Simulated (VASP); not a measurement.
# BN (k07) (P6_3mc) in VASP: notebook, part 2 of 2

VASP 6.6.1. Earlier steps stand in the parts before.

**6. Relaxation of cell and atoms, PBEsol**

This run uses another cell than the first one, of 5.93 Å³/atom, 1.009 times its volume.

The input, INCAR:

```
SYSTEM = BN
PREC     = Accurate       ! precision mode
ENCUT    = 600            ! plane-wave cutoff, eV
EDIFF    = 1E-6           ! SCF threshold, eV
ISMEAR   = 0              ! smearing method
SIGMA    = 0.02           ! smearing width, eV
LREAL    = .False.        ! projectors in reciprocal space
LASPH    = .True.         ! aspherical terms in the spheres
NELM     = 100            ! most SCF steps
ALGO     = Normal         ! electronic algorithm
ISIF     = 3              ! what is computed and relaxed
LWAVE    = .False.        ! write WAVECAR
LCHARG   = .False.        ! write CHGCAR
GGA      = PS             ! functional
IBRION   = 2              ! ionic algorithm
NSW      = 100            ! ionic steps
EDIFFG   = -0.002         ! ionic threshold
```

The input, KPOINTS:

```
regular mesh
0
Gamma
  15 15 8
  0 0 0
```

The input, POSCAR:

```
BN
1.0
    2.5500000000      0.0000000000      0.0000000000
   -1.2750000000      2.2083647797      0.0000000000
    0.0000000000      0.0000000000      4.2100000000
B N
2 2
Direct
    0.3333333333      0.6666666667      0.0000000000
    0.6666666667      0.3333333333      0.5000000000
    0.3333333333      0.6666666667      0.3740000000
    0.6666666667      0.3333333333      0.8740000000
```

Potentials or basis: VASP PAW PBE potentials, release 64 (B, N).

Run with:

```console
$ cat potpaw_PBE.64/B/POTCAR potpaw_PBE.64/N/POTCAR > POTCAR
$ mpirun -np 1 vasp_std > vasp.out
```

OUTCAR:

```text
SYSTEM = BN
   PREC = Accurate
   ENCUT = 600
   EDIFF = 1E-6
   ISMEAR = 0
   LREAL = .False.
   LASPH = .True.
   NELM = 100
   ISIF = 3
   GGA = PS
   IBRION = 2
   NSW = 100
   EDIFFG = -0.002

 ion  position               nearest neighbor table
   1  0.333  0.667  0.000-   4 1.56   4 1.56   4 1.56   3 1.57
   2  0.667  0.333  0.500-   3 1.56   3 1.56   3 1.56   4 1.57
   3  0.333  0.667  0.374-   2 1.56   2 1.56   2 1.56   1 1.57
   4  0.667  0.333  0.874-   1 1.56   1 1.56   1 1.56   2 1.57

  LATTYP: Found a hexagonal cell.
 ALAT       =     2.5500000000
 C/A-ratio  =     1.6509803922

  Lattice vectors:

 A1 = (   2.5500000000,   0.0000000000,   0.0000000000)
 A2 = (  -1.2750000000,   2.2083647797,   0.0000000000)
 A3 = (   0.0000000000,   0.0000000000,   4.2100000000)

Analysis of symmetry for initial positions (statically):
=====================================================================
 Subroutine PRICEL returns:
 Original cell was already a primitive cell.

 Routine SETGRP: Setting up the symmetry group for a
 hexagonal supercell.

 Subroutine GETGRP returns: Found 12 space group operations
 (whereof  6 operations were pure point group operations)
 out of a pool of 24 trial point group operations.

The static configuration has the point symmetry C_3v.
 The point group associated with its full space group is C_6v.

Analysis of symmetry for dynamics (positions and initial velocities):
=====================================================================
 Subroutine PRICEL returns:
 Original cell was already a primitive cell.

 Routine SETGRP: Setting up the symmetry group for a
 hexagonal supercell.

 Subroutine GETGRP returns: Found 12 space group operations
 (whereof  6 operations were pure point group operations)
 out of a pool of 24 trial point group operations.

The dynamic configuration has the point symmetry C_3v.
 The point group associated with its full space group is C_6v.

 Subroutine INISYM returns: Found 12 space group operations
 (whereof  6 operations are pure point group operations),
 and found     1 'primitive' translations

----------------------------------------------------------------------------------------

                                     Primitive cell

  volume of cell :      23.7079

  direct lattice vectors                    reciprocal lattice vectors
     2.550000000  0.000000000  0.000000000     0.392156863  0.226411870  0.000000000
    -1.275000000  2.208364780  0.000000000     0.000000000  0.452823741  0.000000000
     0.000000000  0.000000000  4.210000000     0.000000000  0.000000000  0.237529691

  length of vectors
     2.550000000  2.550000000  4.210000000     0.452823741  0.452823741  0.237529691

  position of ions in fractional coordinates (direct lattice)
     0.333333333  0.666666667  0.000000000
     0.666666667  0.333333333  0.500000000
     0.333333333  0.666666667  0.374000000
     0.666666667  0.333333333  0.874000000

  ion indices of the primitive-cell ions
   primitive index   ion index
                 1           1
                 2           2
                 3           3
                 4           4

[... 69 lines left out ...]
   ENCUT  =  600.0 eV  44.10 Ry    6.64 a.u.   5.09  5.09  8.41*2*pi/ulx,y,z
   NELM   =    100;   NELMIN=  2; NELMDL= -5     # of ELM steps
   EDIFF  = 0.1E-05   stopping-criterion for ELM
   LREAL  =      F    real-space projection
   EDIFFG = -.2E-02   stopping-criterion for IOM
   NSW    =    100    number of steps for IOM
   IBRION =      2    ionic relax: 0-MD 1-quasi-New 2-CG
   NFREE  =      1    steps in history (QN), initial steepest desc. (CG)
   ISIF   =      3    stress and relaxation
   ISYM   =      2    0-nonsym 1-usesym 2-fastsym
   POTIM  = 0.5000    time-step for ionic-motion
   TEBEG  =    0.0;   TEEND  =   0.0 temperature during run
   PSTRESS=    0.0 pullay stress
   NELECT =      16.0000    total number of electrons
   NUPDOWN=      -1.0000    fix difference up-down
   EMIN   =  10.00;   EMAX   =-10.00  energy-range for DOS
   EFERMI =   0.00;   METHOD = LEGACY
   ISMEAR =     0;   SIGMA  =   0.02  broadening in eV -4-tet -1-fermi 0-gaus
   EFERMI_NEDOS =   21; number of points for ismear=-14 and -15
   IALGO  =     38    algorithm
   IMIX   =      4    mixing-type and parameters
     AMIX     =   0.40;   BMIX     =  1.00
     AMIX_MAG =   1.60;   BMIX_MAG =  1.00
  volume/ion in A,a.u.               =       5.93        40.00
  Fermi-wavevector in a.u.,A,eV,Ry     =   1.435987  2.713622 28.056005  2.062058
  Thomas-Fermi vector in A             =   2.555225
   LORBIT       =      0    0 simple, 1 ext, 2 COOP (PROOUT), +10 PAW based schemes
   GGA     = PS    functional components
   LHFCALC =     F    Hartree Fock is set to
   AEXX    =    0.0000 exact exchange contribution
   IVDW    =     0    specifies the selected vdW correction
   LEPSILON=     F    determine dielectric tensor
   LRPA    =     F    only Hartree local field effects (RPA)
 conjugate gradient relaxation of ions
 non-spin polarized calculation
 Gauss-broadening in eV      SIGMA  =   0.02
  energy-cutoff  :      600.00
  volume of cell :       23.71
 maximum number of plane-waves:       807
   NGX = 11   NGY = 11   NGZ = 17

--------------------------------------- Ionic step        1  -------------------------------------------

 number of electron      16.0000003 magnetization

 Free energy of the ion-electron system (eV)
  ---------------------------------------------------
  ext. energy  EPLUGINS =         0.00000000
  ---------------------------------------------------
  free energy    TOTEN  =       -36.63208953 eV

  energy without entropy =      -36.63208953  energy(sigma->0) =      -36.63208953

------------------------ aborting loop because EDIFF is reached ----------------------------------------

  FORCE on cell =-STRESS in cart. coord.  units (eV):
  Direction    XX          YY          ZZ          XY          YZ          ZX
  --------------------------------------------------------------------------------------
  -------------------------------------------------------------------------------------
  Total       -0.5368737     -0.5368737     -0.2642900      0.0000000     -0.0000000      0.0000000
  in kB      -36.2818655    -36.2818655    -17.8606881      0.0000000     -0.0000000      0.0000000
  external PRESSURE =     -30.1414730 kB  Pullay stress =       0.0000000 kB
[... 95 lines left out ...]
  FREE ENERGIE OF THE ION-ELECTRON SYSTEM (eV)
  ---------------------------------------------------
  free  energy   TOTEN  =       -36.6341146270 eV

  energy  without entropy=      -36.6341146270  energy(sigma->0) =      -36.63411463

[... ionic steps 4 to 8 ...]

--------------------------------------- Ionic step        9  -------------------------------------------

 number of electron      16.0000003 magnetization

------------------------ aborting loop because EDIFF is reached ----------------------------------------
[... 71 lines left out ...]
--------------------------------------- Ionic step       11  -------------------------------------------

 number of electron      16.0000003 magnetization

 Free energy of the ion-electron system (eV)
  ---------------------------------------------------
  ext. energy  EPLUGINS =         0.00000000
  ---------------------------------------------------
  free energy    TOTEN  =       -36.63412623 eV

  energy without entropy =      -36.63412623  energy(sigma->0) =      -36.63412623

 E-fermi :   7.7034     XC(G=0): -13.0287

 val. band max:        7.5795925905   @ k =   0.0000   0.0000   0.0000
 cond. band min:      12.5254372604   @ k =   0.3333   0.3333   0.0000
 fundamental gap:      4.9458446699
 Fermi energy:         7.7034046158

 k-point     1 :       0.0000    0.0000    0.0000
  band No.  band energies     occupation
      1     -12.9057      2.00000
      2      -8.6810      2.00000
      3      -3.4799      2.00000
      4       5.4328      2.00000
      5       5.4328      2.00000
      6       7.2962      2.00000
      7       7.5796      2.00000
      8       7.5796      2.00000
      9      15.9040      0.00000
     10      15.9040      0.00000
     11      16.1464      0.00000
     12      17.1129      0.00000
[... 331 lines left out ...]
 k-point    24 :       0.4000    0.2000    0.0000
  band No.  band energies     occupation
      1      -8.2469      2.00000
      2      -7.2622      2.00000
      3      -1.7233      2.00000
      4       0.1790      2.00000
      5       0.6295      2.00000
      6       1.1440      2.00000
      7       2.7741      2.00000
      8       3.4708      2.00000
      9      13.3371      0.00000
     10      17.7852      0.00000
     11      19.7430      0.00000
     12      21.0607      0.00000

 [... further k-points ...]
[... 5 lines left out ...]
  --------------------------------------------------------------------------------------
  -------------------------------------------------------------------------------------
  Total       -0.0028656     -0.0028656     -0.0040167      0.0000000      0.0000000      0.0000000
  in kB       -0.1951861     -0.1951861     -0.2735928      0.0000000      0.0000000      0.0000000
  external PRESSURE =      -0.2213217 kB  Pullay stress =       0.0000000 kB
[... 19 lines left out ...]
  FREE ENERGIE OF THE ION-ELECTRON SYSTEM (eV)
  ---------------------------------------------------
  free  energy   TOTEN  =       -36.6341262332 eV

  energy  without entropy=      -36.6341262332  energy(sigma->0) =      -36.63412623

 reached required accuracy - stopping structural energy minimisation
```

Wall time 2.5 min (1 thread of AMD EPYC 7R43 (Zen 3), shared host); peak memory 0.13 GiB.

What came out:

```
Free energy                            : -36.6341 eV
Relaxed volume                         : 5.88 Å³/atom
Relaxed cell                           : a = 2.542 Å, b = 2.542 Å, c = 4.204 Å, α = 90.00°, β = 90.00°, γ = 120.00°
Space group after relaxing (to 0.05 Å) : P6_3mc (No. 186)
Energy gained by relaxing              : 0.5 meV/atom
Ionic steps                            : 11
Pressure after relaxing                : 0.0 GPa
Band gap on the k mesh                 : 4.95 eV, indirect (least direct gap 8.20 eV)
```

Step by step:
| step | energy change (eV) | largest force (eV/Å) | pressure (GPa) | volume (Å³) |
| --- | --- | --- | --- | --- |
| 1 | 0.0000 | 0.0530 | -3.01 | 23.71 |
| 2 | 0.0003 | 0.0869 | 3.34 | 23.33 |
| 3 | -0.0020 | 0.0133 | -0.03 | 23.52 |
| 4 | -0.0020 | 0.0146 | 0.02 | 23.52 |
| 5 | -0.0020 | 0.0123 | 0.11 | 23.51 |
| 6 | -0.0020 | 0.0006 | 0.10 | 23.52 |
| 7 | -0.0020 | 0.0016 | 0.08 | 23.52 |
| 8 | -0.0020 | 0.0010 | 0.08 | 23.52 |
| 9 | -0.0020 | 0.0006 | 0.08 | 23.52 |
| 10 | -0.0020 | 0.0011 | -0.05 | 23.52 |
| 11 | -0.0020 | 0.0004 | -0.02 | 23.52 |

Final structure:
```
B N
1.0
     2.54171    0.00000    0.00000
    -1.27086    2.20119    0.00000
     0.00000    0.00000    4.20426
B N
2 2
Cartesian
  0.0000 1.4675 4.2033
  1.2709 0.7337 2.1012
  0.0000 1.4675 1.5733
  1.2709 0.7337 3.6755
```

Caveat: the PAW data sets were made with another functional, which shifts forces and pressure a little. A k mesh can miss the band edges.
